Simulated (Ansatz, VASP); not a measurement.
# Rh: VASP beside Ansatz

File POSCAR:

```
Rh
1.0
    2.7036431850      0.0000000000      0.0000000000
   -1.3518215925      2.3414236809      0.0000000000
    0.0000000000      0.0000000000      4.1746725299
Rh
2
Direct
    0.6666666667      0.3333333333      0.7500000000
    0.3333333333      0.6666666667      0.2500000000
```

INCAR.step1

```
PREC     = Accurate       # precision mode
ENCUT    = 520            # plane-wave cutoff, eV
ISMEAR   = 0              # smearing method
SIGMA    = 0.15           # smearing width, eV
LREAL    = False          # projectors in reciprocal space
LASPH    = True           # aspherical terms in the spheres
NELM     = 60             # most SCF steps
NBANDS   = 22             # bands
GGA      = PE             # functional
ALGO     = Normal         # electronic algorithm
EDIFF    = 1E-4           # SCF threshold, eV
LWAVE    = True           # write WAVECAR
LCHARG   = False          # write CHGCAR
```

Contents of INCAR.step2:

```
PREC     = Accurate       # precision mode
ENCUT    = 520            # plane-wave cutoff, eV
EDIFF    = 1E-7           # SCF threshold, eV
ISMEAR   = 0              # smearing method
SIGMA    = 0.15           # smearing width, eV
LREAL    = False          # projectors in reciprocal space
LASPH    = True           # aspherical terms in the spheres
NELM     = 60             # most SCF steps
ALGO     = Normal         # electronic algorithm
ISIF     = 2              # what is computed and relaxed
LWAVE    = False          # write WAVECAR
LCHARG   = False          # write CHGCAR
METAGGA  = R2SCAN         # meta-GGA
LMIXTAU  = True         
NBANDS   = 22             # bands
ISTART   = 1
```

Contents of KPOINTS:

```
regular mesh
0
Gamma
  24 24 14
```

Input for Ansatz:

```yaml
crystal:
  lattice:
    - [2.703643185, 0.0, 0.0]
    - [-1.3518215925, 2.3414236809, 0.0]
    - [0.0, 0.0, 4.1746725299]
  atoms:
    - { symbol: Rh, position: [0.6666666667, 0.3333333333, 0.75] }
    - { symbol: Rh, position: [0.3333333333, 0.6666666667, 0.25] }
basis:
  ecutwfc: 500
kpoints:
  mp_grid: { grid: [24, 24, 14] }
hamiltonian:
  xc: r2scan
scf:
  occupations: { method: gaussian, width: 0.15 }
output:
  forces: true
  stress: true
  eigenvalues: true
```

Change from the starting cell: strain +0.000 along x and y, -0.040 along z, atoms carried along.

Alike in both runs: task single point; functional r2SCAN; k mesh 24 × 24 × 14; occupations gaussian, width 0.15 eV; no spin polarisation.

|  | VASP | Ansatz |
| --- | --- | --- |
| version | VASP 6.6.1 | Ansatz 0.2.0 |
| potentials or method | VASP PAW PBE potentials, release 64 (Rh_pv), cutoff 520 eV | scalar-relativistic, plane waves, PAW |
| valence electrons in the cell | 30 | 34 |

|  | VASP | Ansatz | Ansatz less VASP |
| --- | --- | --- | --- |
| gap on the k mesh at the Fermi level (eV) | none | none | - |
| pressure (GPa) | 15.2 | 13.7 | -1.50 |
| traceless stress, the component that is largest in VASP (GPa) | 9.36 | 9.16 | -0.203 |

VASP's potentials were made for PBE, not for r2SCAN. A gap of «none» marks a metal or a gap that the smearing closes. With one functional, cell and mesh, what is left measures potentials, basis and numerics. VASP's potentials hold 30 valence electrons a cell and Ansatz's 34, so a difference there can come from the potentials and not from the codes.
